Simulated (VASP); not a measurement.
Ru: single point with PBEsol

Crystal: Ru.

```
Ru
1.0
     2.80601    0.00000    0.00000
    -1.40301    2.43008    0.00000
     0.00000    0.00000    4.09454
Ru
2
Direct
  0.33333 0.66667 0.25000
  0.66667 0.33333 0.75000
```

This cell differs from its parent crystal: volume 13.960 Å^3 an atom, c/a of the conventional cell 1.4592.

* Program: VASP 6.6.1
* Task: single point
* Functional: PBEsol
* Potentials or basis: VASP PAW PBE potentials, release 64 (Ru_pv)
* Cutoff: 520 eV
* k mesh: 21 × 21 × 12
* Occupations: gaussian, width 0.15 eV
* Spin: no spin polarisation

The pressure is -11.6 GPa and the band gap on the k mesh is zero (band 14 reaches 13.47 eV, above the bottom of band 15 at 10.55 eV).

Stress tensor (GPa, compression positive):
```
-21.48   0.00   0.00
  0.00 -21.48   0.00
  0.00   0.00   8.30
```

Levels at points of the mesh, in eV from the Fermi level:
| k point | band 11 | band 12 | band 13 | band 14 | band 15 | band 16 | band 17 | band 18 |
| --- | --- | --- | --- | --- | --- | --- | --- | --- |
| (0.00, 0.00, 0.00) | -1.95 | -1.95 | -1.77 | -1.77 | -1.62 | 1.12 | 1.12 | 2.15 |
| (0.00, 0.00, 0.50) | -3.01 | -3.01 | -2.24 | -2.24 | 0.62 | 0.62 | 0.62 | 0.62 |

Run time: 2.8 min on 1 thread of Intel(R) Xeon(R) Platinum 8259CL CPU @ 2.50GHz (Skylake/Cascade Lake) (shared host), peak memory 0.26 GiB.

Caveat: the PAW data sets were made with another functional, which shifts forces and pressure a little.
